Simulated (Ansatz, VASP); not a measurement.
# SnO2: VASP beside Ansatz

Contents of INCAR:

```
SYSTEM = SnO2
ALGO = Normal
EDIFF = 1E-6
ENCUT = 520
GGA = PS
ISIF = 2
ISMEAR = 0
LASPH = .TRUE.
LCHARG = .FALSE.
LREAL = .FALSE.
LWAVE = .FALSE.
NBANDS = 20
NELM = 100
PREC = Accurate
SIGMA = 0.05
```

KPOINTS

```
k-points
0
G
  12 12 12
  0 0 0
```

POSCAR

```
SnO2
1.0
    1.6334330255      0.9430629970      4.4873826809
   -1.6334330255      0.9430629970      4.4873826809
    0.0000000000     -1.8861259940      4.4873826809
Sn O
1 2
Direct
    0.5000000000      0.5000000000      0.5000000000
    0.2541351940      0.2541351940      0.2541351940
    0.7458648060      0.7458648060      0.7458648060
```

Input for Ansatz:

```yaml
crystal:
  lattice:
    - [1.6334330255, 0.943062997, 4.4873826809]
    - [-1.6334330255, 0.943062997, 4.4873826809]
    - [0.0, -1.886125994, 4.4873826809]
  atoms:
    - { symbol: Sn, position: [0.5, 0.5, 0.5] }
    - { symbol: O, position: [0.254135194, 0.254135194, 0.254135194] }
    - { symbol: O, position: [0.745864806, 0.745864806, 0.745864806] }
basis:
  ecutwfc: 520.0
kpoints:
  mp_grid: { grid: [12, 12, 12] }
hamiltonian:
  xc: pbesol
  pseudopotentials: { kind: paw, azcp: { folder: soft_1 } }
scf:
  occupations: { method: gaussian, width: 0.05 }
output:
  forces: true
  stress: true
  eigenvalues: true
```

Alike in both runs: task single point; functional PBEsol; k mesh 12 × 12 × 12; occupations gaussian, width 0.05 eV; no spin polarisation.

|  | VASP | Ansatz |
| --- | --- | --- |
| version | VASP 6.6.1 | Ansatz 0.2.0 |
| potentials or method | VASP PAW PBE potentials, release 64 (Sn_d, O), cutoff 520 eV | scalar-relativistic, plane waves, PAW |
| valence electrons in the cell | 26 | 26 |

Ansatz gave:

- gap on the k mesh at the Fermi level (eV): 0.90
- least direct gap on the mesh (eV): 0.90
- pressure (GPa): -17.4
- traceless stress, the component that is largest in VASP (GPa): -3.29
- rms of the force components (eV/Å): 1.191

Estimate VASP's values.

gap on the k mesh at the Fermi level (eV): 0.87; least direct gap on the mesh (eV): 0.87; pressure (GPa): -16.9; traceless stress, the component that is largest in VASP (GPa): -3.52; rms of the force components (eV/Å): 1.166.

VASP's potentials were made for PBE, not for PBEsol, and Ansatz warns of the same on its side. Atom by atom the forces differ by 0.025 eV/Å (rms over components).
